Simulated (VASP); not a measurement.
# RbBr (Pm-3m) in VASP: notebook

RbBr is run at these levels: r2SCAN; tasks: single point, relaxation of cell and atoms.

Program: VASP 6.6.1. These are calculated values, not measurements. Logs are shortened: lines on timing, memory, paths and dates and some standing lists are left out, and cuts for length are marked.

## 1. The cell of the first run

Symmetry: Pm-3m, No. 221, cubic system. The conventional cell has a = 4.126 Å, b = 4.126 Å, c = 4.126 Å, α = 90.00°, β = 90.00°, γ = 90.00°. Rb (site symmetry m-3m) has 8 Br at 3.57 Å and 6 Rb at 4.13 Å within 4.7 Å. Br (site symmetry m-3m) has 8 Rb at 3.57 Å and 6 Br at 4.13 Å within 4.7 Å.

## 2. Single point, r2SCAN

File POSCAR:

```
RbBr
1.0
    4.1260773000      0.0000000000      0.0000000000
    0.0000000000      4.1260773000      0.0000000000
    0.0000000000      0.0000000000      4.1260773000
Rb Br
1 1
Direct
    0.0000000000      0.0000000000      0.0000000000
    0.5000000000      0.5000000000      0.5000000000
```

File INCAR.step1:

```
PREC = Accurate
ENCUT = 520
ISMEAR = -1
SIGMA = 0.05
LREAL = False
LASPH = True
NELM = 100
NBANDS = 15
GGA = PE
ALGO = Normal
EDIFF = 1E-4
LWAVE = True
LCHARG = False
```

File INCAR.step2:

```
PREC = Accurate
ENCUT = 520
EDIFF = 1E-6
ISMEAR = -1
SIGMA = 0.05
LREAL = False
LASPH = True
NELM = 100
ALGO = Normal
ISIF = 2
LWAVE = False
LCHARG = False
METAGGA = R2SCAN
LMIXTAU = True
NBANDS = 15
ISTART = 1
```

File KPOINTS:

```
Automatic mesh
0
Gamma
  10 10 10
```

Potentials or basis: VASP PAW PBE potentials, release 64 (Rb_sv, Br).

On the command line:

```bash
cat potpaw_PBE.64/Rb_sv/POTCAR potpaw_PBE.64/Br/POTCAR > POTCAR
cp INCAR.step1 INCAR
mpirun -np 1 vasp_std > vasp.out
cp INCAR.step2 INCAR
mpirun -np 1 vasp_std > vasp.out
```

OUTCAR:

```text
PREC = Accurate
   ENCUT = 520
   EDIFF = 1E-6
   ISMEAR = -1
   LREAL = False
   LASPH = True
   NELM = 100
   ISIF = 2
   METAGGA = R2SCAN
   ISTART = 1

 ion  position               nearest neighbor table
   1  0.000  0.000  0.000-   2 3.57   2 3.57   2 3.57   2 3.57   2 3.57   2 3.57   2 3.57   2 3.57

   2  0.500  0.500  0.500-   1 3.57   1 3.57   1 3.57   1 3.57   1 3.57   1 3.57   1 3.57   1 3.57

  LATTYP: Found a simple cubic cell.
 ALAT       =     4.1260773000

  Lattice vectors:

 A1 = (   4.1260773000,   0.0000000000,   0.0000000000)
 A2 = (   0.0000000000,   4.1260773000,   0.0000000000)
 A3 = (   0.0000000000,   0.0000000000,   4.1260773000)

Analysis of symmetry for initial positions (statically):
=====================================================================
 Subroutine PRICEL returns:
 Original cell was already a primitive cell.

 Routine SETGRP: Setting up the symmetry group for a
 simple cubic supercell.

 Subroutine GETGRP returns: Found 48 space group operations
 (whereof 48 operations were pure point group operations)
 out of a pool of 48 trial point group operations.

The static configuration has the point symmetry O_h .

Analysis of symmetry for dynamics (positions and initial velocities):
=====================================================================
 Subroutine PRICEL returns:
 Original cell was already a primitive cell.

 Routine SETGRP: Setting up the symmetry group for a
 simple cubic supercell.

 Subroutine GETGRP returns: Found 48 space group operations
 (whereof 48 operations were pure point group operations)
 out of a pool of 48 trial point group operations.

The dynamic configuration has the point symmetry O_h .

 Subroutine INISYM returns: Found 48 space group operations
 (whereof 48 operations are pure point group operations),
 and found     1 'primitive' translations

----------------------------------------------------------------------------------------

                                     Primitive cell

  volume of cell :      70.2445

  direct lattice vectors                    reciprocal lattice vectors
     4.126077300  0.000000000  0.000000000     0.242360947  0.000000000  0.000000000
     0.000000000  4.126077300  0.000000000     0.000000000  0.242360947  0.000000000
     0.000000000  0.000000000  4.126077300     0.000000000  0.000000000  0.242360947

  length of vectors
     4.126077300  4.126077300  4.126077300     0.242360947  0.242360947  0.242360947

  position of ions in fractional coordinates (direct lattice)
     0.000000000  0.000000000  0.000000000
     0.500000000  0.500000000  0.500000000

  ion indices of the primitive-cell ions
   primitive index   ion index
                 1           1
                 2           2

----------------------------------------------------------------------------------------

 KPOINTS: Automatic mesh

Automatic generation of k-mesh.
 Grid dimensions read from file:
 generate k-points for:   10   10   10

 Generating k-lattice:

  Cartesian coordinates                     Fractional coordinates (reciprocal lattice)
     0.024236095  0.000000000  0.000000000     0.100000000  0.000000000  0.000000000
     0.000000000  0.024236095  0.000000000     0.000000000  0.100000000  0.000000000
     0.000000000  0.000000000  0.024236095     0.000000000  0.000000000  0.100000000

  Length of vectors
     0.024236095  0.024236095  0.024236095

  Shift w.r.t. Gamma in fractional coordinates (k-lattice)
     0.000000000  0.000000000  0.000000000

 Subroutine IBZKPT returns following result:
 ===========================================

 Found     56 irreducible k-points:

 Following reciprocal coordinates:
            Coordinates               Weight
  0.000000  0.000000  0.000000      1.000000
  0.100000  0.000000  0.000000      6.000000
  0.200000  0.000000  0.000000      6.000000
  0.300000  0.000000  0.000000      6.000000
  0.400000  0.000000  0.000000      6.000000
  0.500000  0.000000  0.000000      3.000000
[... 16 lines left out ...]
  0.200000  0.100000  0.100000     24.000000
  0.300000  0.100000  0.100000     24.000000
 [... further k-points ...]
   k-points           NKPTS =     56   k-points in BZ     NKDIM =     56   number of bands    NBANDS=     15
   number of dos      NEDOS =    301   number of ions     NIONS =      2
   total plane-waves  NPLWV =  32768
   dimension x,y,z NGX =    32 NGY =   32 NGZ =   32
   dimension x,y,z NGXF=    64 NGYF=   64 NGZF=   64
   ions per type =               1   1
   NGX,Y,Z   is equivalent  to a cutoff of  12.89, 12.89, 12.89 a.u.
   NGXF,Y,Z  is equivalent  to a cutoff of  25.79, 25.79, 25.79 a.u.
 SYSTEM =  unknown system
   PREC   = accura    normal or accurate (medium, high low for compatibility)
   ISTART =      1    job   : 0-new  1-cont  2-samecut
   ICHARG =      0    charge: 1-file 2-atom 10-const
   ISPIN  =      1    spin polarized calculation?
   LNONCOLLINEAR =      F non collinear calculations
   LSORBIT =      F    spin-orbit coupling
   LASPH  =      T    aspherical Exc in radial PAW
   ENCUT  =  520.0 eV  38.22 Ry    6.18 a.u.   7.67  7.67  7.67*2*pi/ulx,y,z
   NELM   =    100;   NELMIN=  2; NELMDL=  0     # of ELM steps
   EDIFF  = 0.1E-05   stopping-criterion for ELM
   LREAL  =      F    real-space projection
   EDIFFG = 0.1E-04   stopping-criterion for IOM
   NSW    =      0    number of steps for IOM
   IBRION =     -1    ionic relax: 0-MD 1-quasi-New 2-CG
   NFREE  =      0    steps in history (QN), initial steepest desc. (CG)
   ISIF   =      2    stress and relaxation
   ISYM   =      2    0-nonsym 1-usesym 2-fastsym
   POTIM  = 0.5000    time-step for ionic-motion
   TEBEG  =    0.0;   TEEND  =   0.0 temperature during run
   PSTRESS=    0.0 pullay stress
   NELECT =      16.0000    total number of electrons
   NUPDOWN=      -1.0000    fix difference up-down
   EMIN   =  10.00;   EMAX   =-10.00  energy-range for DOS
   EFERMI =   0.00;   METHOD = LEGACY
   ISMEAR =    -1;   SIGMA  =   0.05  broadening in eV -4-tet -1-fermi 0-gaus
   EFERMI_NEDOS =   21; number of points for ismear=-14 and -15
   IALGO  =     38    algorithm
   IMIX   =      4    mixing-type and parameters
     AMIX     =   0.40;   BMIX     =  1.00
     AMIX_MAG =   1.60;   BMIX_MAG =  1.00
  volume/ion in A,a.u.               =      35.12       237.02
  Fermi-wavevector in a.u.,A,eV,Ry     =   0.999795  1.889338 13.600238  0.999589
  Thomas-Fermi vector in A             =   2.132108
   LORBIT       =      0    0 simple, 1 ext, 2 COOP (PROOUT), +10 PAW based schemes
   METAGGA = R2SCAN    functional components
   LHFCALC =     F    Hartree Fock is set to
   AEXX    =    0.0000 exact exchange contribution
   IVDW    =     0    specifies the selected vdW correction
   LEPSILON=     F    determine dielectric tensor
   LRPA    =     F    only Hartree local field effects (RPA)
 non-spin polarized calculation
  energy-cutoff  :      520.00
  volume of cell :       70.24
 maximum number of plane-waves:      1924
 NGX is ok and might be reduce to    32
   NGX = 15   NGY = 15   NGZ = 15

 number of electron      16.0000002 magnetization

 Free energy of the ion-electron system (eV)
  ---------------------------------------------------
  ext. energy  EPLUGINS =         0.00000000
  ---------------------------------------------------
  free energy    TOTEN  =       -31.11040396 eV

  energy without entropy =      -31.11040396  energy(sigma->0) =      -31.11040396

 E-fermi :  -0.0113     XC(G=0):  -8.3261

 val. band max:       -1.0509986426   @ k =   0.5000   0.5000   0.0000
 cond. band min:       3.7810643802   @ k =   0.0000   0.0000   0.0000
 fundamental gap:      4.8320630228
 Fermi energy:        -0.0112679469

 k-point     1 :       0.0000    0.0000    0.0000
  band No.  band energies     occupation
      1     -26.9383      2.00000
      2     -14.1076      2.00000
      3     -10.3756      2.00000
      4     -10.3756      2.00000
      5     -10.3756      2.00000
      6      -1.2050      2.00000
      7      -1.2050      2.00000
      8      -1.2050      2.00000
      9       3.7811      0.00000
     10       5.0660      0.00000
     11       5.0660      0.00000
     12       9.6720      0.00000
     13       9.6720      0.00000
     14       9.6720      0.00000
     15      12.3390      0.00000

 k-point     2 :       0.1000    0.0000    0.0000
  band No.  band energies     occupation
      1     -26.9363      2.00000
      2     -14.1065      2.00000
      3     -10.3892      2.00000
      4     -10.3711      2.00000
      5     -10.3711      2.00000
      6      -1.4007      2.00000
      7      -1.2113      2.00000
      8      -1.2113      2.00000
      9       4.0339      0.00000
     10       5.1440      0.00000
     11       5.2973      0.00000
     12       9.6124      0.00000
     13       9.6124      0.00000
     14       9.7317      0.00000
     15      11.7622      0.00000

 k-point     3 :       0.2000    0.0000    0.0000
  band No.  band energies     occupation
      1     -26.9311      2.00000
      2     -14.1041      2.00000
      3     -10.4230      2.00000
      4     -10.3593      2.00000
      5     -10.3593      2.00000
      6      -1.8458      2.00000
      7      -1.2280      2.00000
      8      -1.2280      2.00000
      9       4.6612      0.00000
     10       5.3735      0.00000
     11       5.9231      0.00000
     12       9.5013      0.00000
     13       9.5013      0.00000
     14       9.9020      0.00000
     15      10.6735      0.00000
[... 343 lines left out ...]
 k-point    23 :       0.2000    0.1000    0.1000
  band No.  band energies     occupation
      1     -26.9272      2.00000
      2     -14.0902      2.00000
      3     -10.4462      2.00000
      4     -10.3881      2.00000
      5     -10.3476      2.00000
      6      -1.8333      2.00000
      7      -1.3695      2.00000
      8      -1.3497      2.00000
      9       5.0063      0.00000
     10       5.7076      0.00000
     11       6.1095      0.00000
     12       9.0162      0.00000
     13       9.0499      0.00000
     14      10.1040      0.00000
     15      11.2914      0.00000

 k-point    24 :       0.3000    0.1000    0.1000
  band No.  band energies     occupation
      1     -26.9209      2.00000
      2     -14.0788      2.00000
      3     -10.4896      2.00000
      4     -10.3724      2.00000
      5     -10.3533      2.00000
      6      -2.2412      2.00000
      7      -1.3739      2.00000
      8      -1.3429      2.00000
      9       5.6728      0.00000
     10       6.0031      0.00000
     11       6.8237      0.00000
     12       8.7848      0.00000
     13       8.9364      0.00000
     14       9.6854      0.00000
     15      10.5922      0.00000

 [... further k-points ...]
[... 5 lines left out ...]
  --------------------------------------------------------------------------------------
  -------------------------------------------------------------------------------------
  Total        0.0214037      0.0214037      0.0214037      0.0000000     -0.0000000     -0.0000000
  in kB        0.4881886      0.4881886      0.4881886      0.0000000     -0.0000000     -0.0000000
  external PRESSURE =       0.4881886 kB  Pullay stress =       0.0000000 kB

 VOLUME and BASIS-vectors are now :
 -----------------------------------------------------------------------------
  energy-cutoff  :      520.00
  volume of cell :       70.24
      direct lattice vectors                 reciprocal lattice vectors
     4.126077300  0.000000000  0.000000000     0.242360947  0.000000000  0.000000000
     0.000000000  4.126077300  0.000000000     0.000000000  0.242360947  0.000000000
     0.000000000  0.000000000  4.126077300     0.000000000  0.000000000  0.242360947

 POSITION                                       TOTAL-FORCE (eV/Angst)
 -----------------------------------------------------------------------------------
      0.00000      0.00000      0.00000         0.000000      0.000000      0.000000
      2.06304      2.06304      2.06304         0.000000      0.000000      0.000000
 -----------------------------------------------------------------------------------
    total drift:                                0.000000      0.000000     -0.000000

  FREE ENERGIE OF THE ION-ELECTRON SYSTEM (eV)
  ---------------------------------------------------
  free  energy   TOTEN  =       -31.1104039581 eV

  energy  without entropy=      -31.1104039580  energy(sigma->0) =      -31.11040396
```

Wall time 73 s (1 thread of AMD EPYC 9R45 (Zen 5), shared host); peak memory 0.19 GiB.

Results:

```yaml
Free_energy: -31.1104 eV
Pressure: 0.0 GPa
Band_gap_on_the_k_mesh: 4.83 eV (least direct gap 4.99 eV)
```

Levels at points of the mesh, in eV from the valence-band top:
```csv
k point,band 6,band 7,band 8,band 9,band 10,band 11
"(0.00, 0.00, 0.00)",-0.15,-0.15,-0.15,4.83,6.12,6.12
"(0.50, 0.00, 0.00)",-1.70,-0.22,-0.22,7.46,7.81,8.37
"(0.50, 0.50, 0.00)",-1.06,-1.06,0.00,5.93,6.91,8.67
"(0.50, 0.50, 0.50)",-1.34,-1.34,-1.34,8.88,8.88,8.88
```

Caveat: the PAW data sets were made with another functional, which shifts forces and pressure a little.

## 3. Relaxation of cell and atoms, r2SCAN

POSCAR is that of step 2.

File INCAR.step1:

```
SYSTEM = RbBr
  PREC = Accurate
  ENCUT = 600
  ISMEAR = -1
  SIGMA = 0.05
  LREAL = .FALSE.
  LASPH = .TRUE.
  NELM = 60
  GGA = PE
  ALGO = Normal
  EDIFF = 1E-4
  LWAVE = .TRUE.
  LCHARG = .FALSE.
```

File INCAR.step2:

```
SYSTEM = RbBr
  PREC = Accurate
  ENCUT = 600
  EDIFF = 1E-7
  ISMEAR = -1
  SIGMA = 0.05
  LREAL = .FALSE.
  LASPH = .TRUE.
  NELM = 60
  ALGO = Normal
  ISIF = 3
  LWAVE = .FALSE.
  LCHARG = .FALSE.
  METAGGA = R2SCAN
  LMIXTAU = .TRUE.
  IBRION = 2
  NSW = 100
  EDIFFG = -0.002
  ISTART = 1
```

File KPOINTS:

```
Automatic mesh
0
G
  10 10 10
  0 0 0
```

Potentials or basis: VASP PAW PBE potentials, release 64 (Rb_sv, Br).

On the command line:

```bash
cat potpaw_PBE.64/Rb_sv/POTCAR potpaw_PBE.64/Br/POTCAR > POTCAR
cp INCAR.step1 INCAR
mpirun -np 1 vasp_std > vasp.out
cp INCAR.step2 INCAR
mpirun -np 1 vasp_std > vasp.out
```

Wall time 4.1 min (1 thread of AMD EPYC 9R45 (Zen 5), shared host); peak memory 0.23 GiB.

It converged, with:

| Property | Result |
| --- | --- |
| Free energy | -31.1110 eV |
| Relaxed volume | 35.20 Å³/atom |
| Relaxed cell | a = 4.129 Å, b = 4.129 Å, c = 4.129 Å, α = 90.00°, β = 90.00°, γ = 90.00° |
| Space group after relaxing (to 0.1 Å) | Pm-3m (No. 221) |
| Energy gained by relaxing | 0.0 meV/atom |
| Ionic steps | 3 |
| Pressure after relaxing | 0.0 GPa |
| Band gap on the k mesh | 4.82 eV (least direct gap 4.98 eV) |

Final structure:
```xyz
2
Lattice="4.1293 0.0000 0.0000 0.0000 4.1293 0.0000 0.0000 0.0000 4.1293" Properties=species:S:1:pos:R:3 pbc="T T T"
Rb    0.0000    0.0000    0.0000
Br    2.0646    2.0646    2.0646
```

Levels at points of the mesh, in eV from the valence-band top:
```csv
k point,band 4,band 5,band 6,band 7,band 8,band 9,band 10,band 11,band 12
"(0.00, 0.00, 0.00)",-9.33,-9.33,-0.15,-0.15,-0.15,4.82,6.12,6.12,10.72
"(0.50, 0.00, 0.00)",-9.28,-9.28,-1.70,-0.22,-0.22,7.46,7.80,8.35,9.36
"(0.50, 0.50, 0.00)",-9.63,-9.25,-1.06,-1.06,0.00,5.93,6.91,8.67,8.67
"(0.50, 0.50, 0.50)",-9.55,-9.55,-1.33,-1.33,-1.33,8.87,8.87,8.87,10.15
```

Caveat: the PAW data sets were made with another functional, which shifts forces and pressure a little. A k mesh can miss the band edges.
